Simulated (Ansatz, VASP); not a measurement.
**AgBr: VASP beside Ansatz**

```
Ag Br
1.0
     0.00000    2.89217    2.89217
     2.89217    0.00000    2.89217
     2.89217    2.89217    0.00000
Ag Br
1 1
Direct
  0.00000 0.00000 0.00000
  0.50000 0.50000 0.50000
```

Alike in both runs: functional PBEsol; k mesh 8 × 8 × 8; occupations fermi-dirac, width 0.03 eV; no spin polarisation.

Ansatz relaxed the structure, and its values are those at the end. VASP's run is a single point on that final structure, the one shown.

|  | VASP | Ansatz |
| --- | --- | --- |
| version | VASP 6.6.1 | Ansatz 0.2.0 |
| potentials or method | VASP PAW PBE potentials, release 64 (Ag, Br) | PAW with Ansatz's default frozen-core files, scalar-relativistic |
| plane-wave cutoff (eV) | 500 | 420 |
| valence electrons in the cell | 18 | 26 |

|  | VASP | Ansatz | Ansatz less VASP |
| --- | --- | --- | --- |
| pressure (GPa) | -2.6 | -2.6 | +0.02 |

VASP's potentials were made for PBE, not for PBEsol. The functional is the same, so the differences come from potentials, cutoffs and numerics. VASP's potentials hold 18 valence electrons a cell and Ansatz's 26, so a difference there can come from the potentials and not from the codes. Ansatz's warnings: stress scf threshold loose.
